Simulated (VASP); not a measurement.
Here is a VASP 6.6.1 calculation.

Contents of INCAR:

```
SYSTEM = LuH2
ALGO = Normal ; EDIFF = 1E-6
ENCUT = 520 ; GGA = PS
ISIF = 2 ; ISMEAR = -1
LASPH = .TRUE. ; LCHARG = .FALSE.
LREAL = .FALSE. ; LWAVE = .FALSE.
NBANDS = 20 ; NELM = 60
PREC = Accurate ; SIGMA = 0.05
```

KPOINTS

```
k-points
0
G
  9 9 9
  0 0 0
```

Contents of POSCAR:

```
LuH2
1.0
    0.0000000000      2.4996102294      2.4996102294
    2.4996102294      0.0000000000      2.4996102294
    2.4996102294      2.4996102294      0.0000000000
Lu H
1 2
Direct
    0.0000000000      0.0000000000      0.0000000000
    0.7500000000      0.7500000000      0.7500000000
    0.2500000000      0.2500000000      0.2500000000
```

Potentials or basis: VASP PAW PBE potentials, release 64 (Lu, H).

Run with:

```console
$ cat potpaw_PBE.64/Lu/POTCAR potpaw_PBE.64/H/POTCAR > POTCAR
$ mpirun -np 1 vasp_std > vasp.out
```

**Question.** Estimate the pressure.

**Answer.** -2.0 GPa.

Caveat: the PAW data sets were made with another functional, which shifts forces and pressure a little.
